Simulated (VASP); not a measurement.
A run of VASP 6.6.1 is set up as follows.

File INCAR:

```
PREC = Accurate
ENCUT = 520
EDIFF = 1E-6
ISMEAR = -1
SIGMA = 0.08
LREAL = False
LASPH = True
NELM = 80
ALGO = Normal
ISIF = 2
LWAVE = False
LCHARG = False
GGA = PS
NBANDS = 13
```

The input KPOINTS:

```
regular mesh
0
Gamma
  14 14 8
```

File POSCAR:

```
Te
1.0
    3.3179174489      0.0000000000      0.0000000000
   -1.6589587244      2.8734007984      0.0000000000
    0.0000000000      0.0000000000      4.7019278580
Te
2
Direct
    0.3333333333      0.6666666667      0.2500000000
    0.6666666667      0.3333333333      0.7500000000
```

Potentials or basis: VASP PAW PBE potentials, release 64 (Te).

Run with:

```bash
$ cat potpaw_PBE.64/Te/POTCAR > POTCAR
$ mpirun -np 1 vasp_std > vasp.out
```

Problem. Estimate the band gap on the k mesh.

Solution. Zero (band 6 reaches 14.56 eV, above the bottom of band 7 at 9.14 eV).

Problem. What does it give for the pressure?

Solution. 19.6 GPa.

Stress tensor (GPa, compression positive):
```
19.55  0.00  0.00
 0.00 19.55  0.00
 0.00  0.00 19.64
```

Caveat: the PAW data sets were made with another functional, which shifts forces and pressure a little; spin-orbit coupling is left out, which moves the levels of the heavy elements.
